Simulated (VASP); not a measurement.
# KZn5Ir (P4/mmm) in VASP: relaxation of cell and atoms with PBE

Aim: the relaxation of cell and atoms of KZn5Ir with PBE.

Program: VASP 6.6.1. These are calculated values, not measurements. Logs are shortened: lines on timing, memory, paths and dates and some standing lists are left out, and cuts for length are marked.

### 1 The cell of the first run

Symmetry: P4/mmm, No. 123, tetragonal system. The conventional cell has a = 4.064 Å, b = 4.064 Å, c = 7.138 Å, α = 90.00°, β = 90.00°, γ = 90.00°. Within 3.7 Å of K (site symmetry 4/mmm) lie 12 Zn at 2.82 to 2.87 Å. Within 3.4 Å of Zn (site symmetry 2mm) lie 2 Ir at 2.60 Å and 2 K at 2.82 Å and 7 Zn at 2.82 to 3.23 Å. Within 3.7 Å of Zn (site symmetry 4/mmm) lie 8 Zn at 2.82 Å and 4 K at 2.87 Å and 2 Ir at 3.57 Å. Ir (site symmetry 4/mmm) has 8 Zn at 2.60 Å within 3.4 Å.

### 2 Relaxation of cell and atoms, PBE

INCAR

```
PREC     = Accurate       # precision mode
ENCUT    = 600            # plane-wave cutoff, eV
EDIFF    = 1E-7           # SCF threshold, eV
ISMEAR   = 0              # smearing method
SIGMA    = 0.1            # smearing width, eV
LREAL    = False          # projectors in reciprocal space
LASPH    = True           # aspherical terms in the spheres
NELM     = 80             # most SCF steps
ALGO     = Fast           # electronic algorithm
ISIF     = 3              # what is computed and relaxed
LWAVE    = False          # write WAVECAR
LCHARG   = False          # write CHGCAR
GGA      = PE             # functional
IBRION   = 2              # ionic algorithm
NSW      = 90             # ionic steps
EDIFFG   = -0.04          # ionic threshold
```

KPOINTS

```
Automatic mesh
0
Gamma
  4 4 4
```

POSCAR

```
KZn5Ir
1.0
    4.0643536406      0.0000000000      0.0000000000
    0.0000000000      4.0643536406      0.0000000000
    0.0000000000      0.0000000000      7.1384341254
K Zn Ir
1 5 1
Direct
    0.5000000000      0.5000000000      0.0000000000
    0.5000000000      0.0000000000      0.7262000000
    0.0000000000      0.5000000000      0.7262000000
    0.5000000000      0.0000000000      0.2738000000
    0.0000000000      0.5000000000      0.2738000000
    0.0000000000      0.0000000000      0.0000000000
    0.0000000000      0.0000000000      0.5000000000
```

Potentials or basis: VASP PAW PBE potentials, release 64 (K_sv, Zn, Ir).

Started as:

```console
$ cat potpaw_PBE.64/K_sv/POTCAR potpaw_PBE.64/Zn/POTCAR potpaw_PBE.64/Ir/POTCAR > POTCAR
$ mpirun -np 1 vasp_std > vasp.out
```

OUTCAR:

```text
PREC = Accurate
   ENCUT = 600
   EDIFF = 1E-7
   ISMEAR = 0
   LREAL = False
   LASPH = True
   NELM = 80
   ISIF = 3
   GGA = PE
   IBRION = 2
   NSW = 90
   EDIFFG = -0.04

 ion  position               nearest neighbor table
   1  0.500  0.500  0.000-   2 2.82   3 2.82   4 2.82   5 2.82   2 2.82   4 2.82   3 2.82   5 2.82
                             6 2.87   6 2.87   6 2.87   6 2.87
   2  0.500  0.000  0.726-   7 2.60   7 2.60   1 2.82   1 2.82   6 2.82   6 2.82   3 2.87   3 2.87
                             3 2.87   3 2.87
   3  0.000  0.500  0.726-   7 2.60   7 2.60   1 2.82   6 2.82   6 2.82   1 2.82   2 2.87   2 2.87
                             2 2.87   2 2.87
   4  0.500  0.000  0.274-   7 2.60   7 2.60   1 2.82   1 2.82   6 2.82   6 2.82   5 2.87   5 2.87
                             5 2.87   5 2.87
   5  0.000  0.500  0.274-   7 2.60   7 2.60   1 2.82   6 2.82   6 2.82   1 2.82   4 2.87   4 2.87
                             4 2.87   4 2.87
   6  0.000  0.000  0.000-   2 2.82   3 2.82   4 2.82   5 2.82   3 2.82   5 2.82   2 2.82   4 2.82
                             1 2.87   1 2.87   1 2.87   1 2.87
   7  0.000  0.000  0.500-   2 2.60   3 2.60   4 2.60   5 2.60   3 2.60   5 2.60   2 2.60   4 2.60

  LATTYP: Found a simple tetragonal cell.
 ALAT       =     4.0643536406
 C/A-ratio  =     1.7563516260

  Lattice vectors:

 A1 = (   4.0643536406,   0.0000000000,   0.0000000000)
 A2 = (   0.0000000000,   4.0643536406,   0.0000000000)
 A3 = (   0.0000000000,   0.0000000000,   7.1384341254)

Analysis of symmetry for initial positions (statically):
=====================================================================
 Subroutine PRICEL returns:
 Original cell was already a primitive cell.

 Routine SETGRP: Setting up the symmetry group for a
 simple tetragonal supercell.

 Subroutine GETGRP returns: Found 16 space group operations
 (whereof 16 operations were pure point group operations)
 out of a pool of 16 trial point group operations.

The static configuration has the point symmetry D_4h.

Analysis of symmetry for dynamics (positions and initial velocities):
=====================================================================
 Subroutine PRICEL returns:
 Original cell was already a primitive cell.

 Routine SETGRP: Setting up the symmetry group for a
 simple tetragonal supercell.

 Subroutine GETGRP returns: Found 16 space group operations
 (whereof 16 operations were pure point group operations)
 out of a pool of 16 trial point group operations.

The dynamic configuration has the point symmetry D_4h.

 Subroutine INISYM returns: Found 16 space group operations
 (whereof 16 operations are pure point group operations),
 and found     1 'primitive' translations

----------------------------------------------------------------------------------------

                                     Primitive cell

  volume of cell :     117.9196

  direct lattice vectors                    reciprocal lattice vectors
     4.064353641  0.000000000  0.000000000     0.246041582  0.000000000  0.000000000
     0.000000000  4.064353641  0.000000000     0.000000000  0.246041582  0.000000000
     0.000000000  0.000000000  7.138434125     0.000000000  0.000000000  0.140086745

  length of vectors
     4.064353641  4.064353641  7.138434125     0.246041582  0.246041582  0.140086745

  position of ions in fractional coordinates (direct lattice)
     0.500000000  0.500000000  0.000000000
     0.500000000  0.000000000  0.726200000
     0.000000000  0.500000000  0.726200000
     0.500000000  0.000000000  0.273800000
     0.000000000  0.500000000  0.273800000
     0.000000000  0.000000000  0.000000000
     0.000000000  0.000000000  0.500000000

  ion indices of the primitive-cell ions
   primitive index   ion index
                 1           1
                 2           2
                 3           3
                 4           4
                 5           5
                 6           6
                 7           7

----------------------------------------------------------------------------------------

 KPOINTS: Automatic mesh

Automatic generation of k-mesh.
 Grid dimensions read from file:
 generate k-points for:    4    4    4

 Generating k-lattice:

  Cartesian coordinates                     Fractional coordinates (reciprocal lattice)
     0.061510396  0.000000000  0.000000000     0.250000000  0.000000000  0.000000000
     0.000000000  0.061510396  0.000000000     0.000000000  0.250000000  0.000000000
     0.000000000  0.000000000  0.035021686     0.000000000  0.000000000  0.250000000

  Length of vectors
     0.061510396  0.061510396  0.035021686

  Shift w.r.t. Gamma in fractional coordinates (k-lattice)
     0.000000000  0.000000000  0.000000000

 Subroutine IBZKPT returns following result:
 ===========================================

 Found     18 irreducible k-points:

 Following reciprocal coordinates:
            Coordinates               Weight
  0.000000  0.000000  0.000000      1.000000
  0.250000  0.000000  0.000000      4.000000
  0.500000  0.000000  0.000000      2.000000
  0.250000  0.250000  0.000000      4.000000
  0.500000  0.250000  0.000000      4.000000
  0.500000  0.500000  0.000000      1.000000
[... 10 lines left out ...]
  0.500000  0.250000  0.500000      4.000000
  0.500000  0.500000  0.500000      1.000000
   k-points           NKPTS =     18   k-points in BZ     NKDIM =     18   number of bands    NBANDS=     46
   number of dos      NEDOS =    301   number of ions     NIONS =      7
   total plane-waves  NPLWV =  61440
   dimension x,y,z NGX =    32 NGY =   32 NGZ =   60
   dimension x,y,z NGXF=    64 NGYF=   64 NGZF=  120
   ions per type =               1   5   1
   NGX,Y,Z   is equivalent  to a cutoff of  13.09, 13.09, 13.97 a.u.
   NGXF,Y,Z  is equivalent  to a cutoff of  26.18, 26.18, 27.95 a.u.
 SYSTEM =  unknown system
   PREC   = accura    normal or accurate (medium, high low for compatibility)
   ISTART =      0    job   : 0-new  1-cont  2-samecut
   ICHARG =      2    charge: 1-file 2-atom 10-const
   ISPIN  =      1    spin polarized calculation?
   LNONCOLLINEAR =      F non collinear calculations
   LSORBIT =      F    spin-orbit coupling
   LASPH  =      T    aspherical Exc in radial PAW
   ENCUT  =  600.0 eV  44.10 Ry    6.64 a.u.   8.12  8.12 14.26*2*pi/ulx,y,z
   NELM   =     80;   NELMIN=  2; NELMDL= -5     # of ELM steps
   EDIFF  = 0.1E-06   stopping-criterion for ELM
   LREAL  =      F    real-space projection
   EDIFFG = -.4E-01   stopping-criterion for IOM
   NSW    =     90    number of steps for IOM
   IBRION =      2    ionic relax: 0-MD 1-quasi-New 2-CG
   NFREE  =      1    steps in history (QN), initial steepest desc. (CG)
   ISIF   =      3    stress and relaxation
   ISYM   =      2    0-nonsym 1-usesym 2-fastsym
   POTIM  = 0.5000    time-step for ionic-motion
   TEBEG  =    0.0;   TEEND  =   0.0 temperature during run
   PSTRESS=    0.0 pullay stress
   NELECT =      78.0000    total number of electrons
   NUPDOWN=      -1.0000    fix difference up-down
   EMIN   =  10.00;   EMAX   =-10.00  energy-range for DOS
   EFERMI =   0.00;   METHOD = LEGACY
   ISMEAR =     0;   SIGMA  =   0.10  broadening in eV -4-tet -1-fermi 0-gaus
   EFERMI_NEDOS =   21; number of points for ismear=-14 and -15
   IALGO  =     68    algorithm
   IMIX   =      4    mixing-type and parameters
     AMIX     =   0.40;   BMIX     =  1.00
     AMIX_MAG =   1.60;   BMIX_MAG =  1.00
  volume/ion in A,a.u.               =      16.85       113.68
  Fermi-wavevector in a.u.,A,eV,Ry     =   1.426410  2.695524 27.683034  2.034646
  Thomas-Fermi vector in A             =   2.546690
   LORBIT       =      0    0 simple, 1 ext, 2 COOP (PROOUT), +10 PAW based schemes
   GGA     = PE    functional components
   LHFCALC =     F    Hartree Fock is set to
   AEXX    =    0.0000 exact exchange contribution
   IVDW    =     0    specifies the selected vdW correction
   LEPSILON=     F    determine dielectric tensor
   LRPA    =     F    only Hartree local field effects (RPA)
 conjugate gradient relaxation of ions
 non-spin polarized calculation
 RMM-DIIS sequential band-by-band and
 Gauss-broadening in eV      SIGMA  =   0.10
  energy-cutoff  :      600.00
  volume of cell :      117.92
 maximum number of plane-waves:      3968
   NGX = 17   NGY = 17   NGZ = 29

--------------------------------------- Ionic step        1  -------------------------------------------

 number of electron      78.0000006 magnetization

 Free energy of the ion-electron system (eV)
  ---------------------------------------------------
  ext. energy  EPLUGINS =         0.00000000
  ---------------------------------------------------
  free energy    TOTEN  =       -12.30914768 eV

  energy without entropy =      -12.30251277  energy(sigma->0) =      -12.30583022

------------------------ aborting loop because EDIFF is reached ----------------------------------------

  FORCE on cell =-STRESS in cart. coord.  units (eV):
  Direction    XX          YY          ZZ          XY          YZ          ZX
  --------------------------------------------------------------------------------------
  -------------------------------------------------------------------------------------
  Total        9.8155932      9.8155932      3.8354537      0.0000000      0.0000000     -0.0000000
  in kB      133.3647941    133.3647941     52.1124379      0.0000000      0.0000000     -0.0000000
  external PRESSURE =     106.2806753 kB  Pullay stress =       0.0000000 kB
[... 104 lines left out ...]
  FREE ENERGIE OF THE ION-ELECTRON SYSTEM (eV)
  ---------------------------------------------------
  free  energy   TOTEN  =       -13.4236269623 eV

  energy  without entropy=      -13.4133738648  energy(sigma->0) =      -13.41850041

 E-fermi :   2.2247     XC(G=0): -10.1466

 val. band max:        2.2123672699   @ k =   0.0000   0.0000   0.0000
 cond. band min:       2.2278036287   @ k =   0.5000   0.5000   0.5000
 fundamental gap:      0.0154363587
 Fermi energy:         2.2246562990

 k-point     1 :       0.0000    0.0000    0.0000
  band No.  band energies     occupation
      1     -28.3505      2.00000
      2     -12.0589      2.00000
      3     -11.9034      2.00000
      4     -11.9034      2.00000
      5      -6.0895      2.00000
      6      -5.2833      2.00000
[... 871 lines left out ...]
     45       4.4525      0.00000
     46       6.6565      0.00000

[... ionic steps 4 to 12 ...]

--------------------------------------- Ionic step       13  -------------------------------------------

 number of electron      77.9999864 magnetization

------------------------ aborting loop because EDIFF is reached ----------------------------------------

  FORCE on cell =-STRESS in cart. coord.  units (eV):
  Direction    XX          YY          ZZ          XY          YZ          ZX
  --------------------------------------------------------------------------------------
  -------------------------------------------------------------------------------------
  Total       -0.1174218     -0.1174218      0.0830382      0.0000000     -0.0000000      0.0000000
  in kB       -1.1979820     -1.1979820      0.8471872      0.0000000     -0.0000000      0.0000000
  external PRESSURE =      -0.5162589 kB  Pullay stress =       0.0000000 kB
[... 67 lines left out ...]
  energy  without entropy=      -14.3481326112  energy(sigma->0) =      -14.35234459

--------------------------------------- Ionic step       15  -------------------------------------------

 number of electron      77.9999854 magnetization

 Free energy of the ion-electron system (eV)
  ---------------------------------------------------
  ext. energy  EPLUGINS =         0.00000000
  ---------------------------------------------------
  free energy    TOTEN  =       -14.35719201 eV

  energy without entropy =      -14.34879561  energy(sigma->0) =      -14.35299381

 E-fermi :   1.8921     XC(G=0):  -9.6904

 val. band max:        1.8336403882   @ k =   0.5000   0.5000   0.5000
 cond. band min:       1.9228100658   @ k =   0.5000   0.5000   0.2500
 fundamental gap:      0.0891696776
 Fermi energy:         1.8920607649

 k-point     1 :       0.0000    0.0000    0.0000
  band No.  band energies     occupation
      1     -28.9578      2.00000
      2     -12.5518      2.00000
      3     -12.4853      2.00000
      4     -12.4853      2.00000
      5      -6.3866      2.00000
      6      -5.6012      2.00000
[... 905 lines left out ...]
  FREE ENERGIE OF THE ION-ELECTRON SYSTEM (eV)
  ---------------------------------------------------
  free  energy   TOTEN  =       -14.3571920107 eV

  energy  without entropy=      -14.3487956082  energy(sigma->0) =      -14.35299381

 reached required accuracy - stopping structural energy minimisation
```

It took 20 min on 1 thread of Intel Xeon Platinum 8488C (Sapphire Rapids), shared host; peak memory 0.31 GiB.

What came out:

```
Free energy                           : -14.3572 eV
Relaxed volume                        : 22.27 Å³/atom
Relaxed cell                          : a = 4.406 Å, b = 4.406 Å, c = 8.030 Å, α = 90.00°, β = 90.00°, γ = 90.00°
Space group after relaxing (to 0.1 Å) : P4/mmm (No. 123)
Energy gained by relaxing             : 292.6 meV/atom
Ionic steps                           : 15
Pressure after relaxing               : 0.1 GPa
Largest force after relaxing          : 0.022 eV/Å
Band gap on the k mesh                : zero (bands 39 and 40 overlap by 1.49 eV)
```

Forces on the atoms (eV/Å):
```
K    0.000  0.000  0.000
Zn   0.000  0.000  0.022
Zn   0.000  0.000  0.022
Zn   0.000  0.000 -0.022
Zn   0.000  0.000 -0.022
Zn   0.000  0.000  0.000
Ir   0.000  0.000  0.000
```

Step by step:
```csv
step,energy change (eV),largest force (eV/Å),pressure (GPa),volume (Å³)
1,0.0000,1.5135,10.63,117.92
2,-1.0518,1.3653,-0.92,137.97
3,-1.1145,1.3250,-3.25,145.65
4,-1.5882,0.9368,-1.93,143.78
5,-1.7921,0.2044,1.48,140.63
6,-1.8195,0.2371,0.34,141.57
7,-1.8209,0.1676,0.53,141.40
8,-1.8746,0.1078,0.59,143.00
9,-1.9803,0.0618,0.78,147.65
10,-1.9809,0.4789,2.00,156.27
11,-2.0224,0.2933,1.46,152.38
12,-2.0417,0.0400,-0.67,159.24
13,-2.0466,0.0587,-0.05,157.04
14,-2.0474,0.0462,0.00,156.66
15,-2.0480,0.0224,0.09,155.92
```

Final structure:
```cif
data_structure
_symmetry_space_group_name_H-M 'P 1'
_symmetry_Int_Tables_number 1
_cell_length_a 4.4064
_cell_length_b 4.4064
_cell_length_c 8.0304
_cell_angle_alpha 90.000
_cell_angle_beta 90.000
_cell_angle_gamma 90.000
_cell_volume 155.92
loop_
_atom_site_label
_atom_site_type_symbol
_atom_site_fract_x
_atom_site_fract_y
_atom_site_fract_z
_atom_site_occupancy
K1 K 0.50000 0.50000 0.00000 1
Zn1 Zn 0.50000 0.00000 0.66246 1
Zn2 Zn 0.00000 0.50000 0.66246 1
Zn3 Zn 0.50000 0.00000 0.33754 1
Zn4 Zn 0.00000 0.50000 0.33754 1
Zn5 Zn 0.00000 0.00000 0.00000 1
Ir1 Ir 0.00000 0.00000 0.50000 1
```

Levels at points of the mesh, in eV from the Fermi level:
| k point | band 37 | band 38 | band 39 | band 40 | band 41 | band 42 |
| --- | --- | --- | --- | --- | --- | --- |
| (0.00, 0.00, 0.00) | -1.61 | 0.28 | 0.28 | 1.45 | 1.49 | 1.79 |
| (0.50, 0.00, 0.00) | -1.95 | -1.49 | -0.97 | 0.12 | 1.69 | 2.71 |
| (0.50, 0.50, 0.00) | -1.82 | -1.49 | -0.85 | 0.11 | 0.11 | 0.44 |
| (0.00, 0.00, 0.50) | -1.61 | 0.16 | 0.33 | 0.33 | 0.99 | 2.50 |
| (0.50, 0.00, 0.50) | -1.62 | -1.02 | -0.78 | 0.66 | 1.29 | 1.74 |
| (0.50, 0.50, 0.50) | -1.82 | -1.50 | -0.20 | -0.20 | -0.06 | 0.78 |

Caveat: the k points lie up to 0.36 Å⁻¹ apart in the final cell, too coarse for converged energies and pressures of a metal; the volume moved by over 15 % at a fixed basis, so the end points are rough; spin-orbit coupling is left out, which moves the levels of the heavy elements.
